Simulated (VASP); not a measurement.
Here is a VASP 6.6.1 calculation.

Contents of INCAR:

```
PREC     = Accurate       # precision mode
ENCUT    = 820            # plane-wave cutoff, eV
EDIFF    = 1E-6           # SCF threshold, eV
ISMEAR   = -1             # smearing method
SIGMA    = 0.1            # smearing width, eV
LREAL    = F              # projectors in reciprocal space
LASPH    = T              # aspherical terms in the spheres
NELM     = 200            # most SCF steps
ALGO     = Normal         # electronic algorithm
ISIF     = 2              # what is computed and relaxed
LWAVE    = F              # write WAVECAR
LCHARG   = F              # write CHGCAR
ISPIN    = 2              # spin polarisation
MAGMOM   = 1 1 1 1 0 0 0 0 0 0 0 0 0 0 # initial moments
LORBIT   = 11             # projections on sites
LMAXMIX  = 4              # l up to which the mixer works
LDAU     = T              # DFT+U
LDAUTYPE = 2            
LDAUL    = 2 -1 -1        # shell
LDAUU    = 3.92 0 0       # U, eV
LDAUJ    = 0 0 0        
LDAUPRINT= 1            
GGA      = PE             # functional
NBANDS   = 82             # bands
GGA_COMPAT= F
```

The input KPOINTS:

```
regular mesh
0
Gamma
  5 5 5
```

The input POSCAR:

```
Cu2BO4
1.0
    0.0000000000      3.9209425921      3.9209425921
    3.9209425921      0.0000000000      3.9209425921
    3.9209425921      3.9209425921      0.0000000000
Cu B O
4 2 8
Direct
    0.6250000000      0.6250000000      0.6250000000
    0.1250000000      0.6250000000      0.6250000000
    0.6250000000      0.6250000000      0.1250000000
    0.6250000000      0.1250000000      0.6250000000
    0.0000000000      0.0000000000      0.0000000000
    0.2500000000      0.2500000000      0.2500000000
    0.3610052842      0.3610052842      0.3610052842
    0.3330158526      0.8889947158      0.8889947158
    0.3610052842      0.3610052842      0.9169841474
    0.8889947158      0.3330158526      0.8889947158
    0.9169841474      0.3610052842      0.3610052842
    0.8889947158      0.8889947158      0.8889947158
    0.3610052842      0.9169841474      0.3610052842
    0.8889947158      0.8889947158      0.3330158526
```

Potentials or basis: VASP PAW PBE potentials, release 64 (Cu_sv_GW, B, O).

Command:

```sh
$ cat potpaw_PBE.64/Cu_sv_GW/POTCAR potpaw_PBE.64/B/POTCAR potpaw_PBE.64/O/POTCAR > POTCAR
$ mpirun -np 1 vasp_std > vasp.out
```

(1) Predict the site moments.

(2) What does it give for the largest force?

Results:

(1) Cu +0.73; B -0.01; O +0.35 μB.

(2) 0.497 eV/Å.
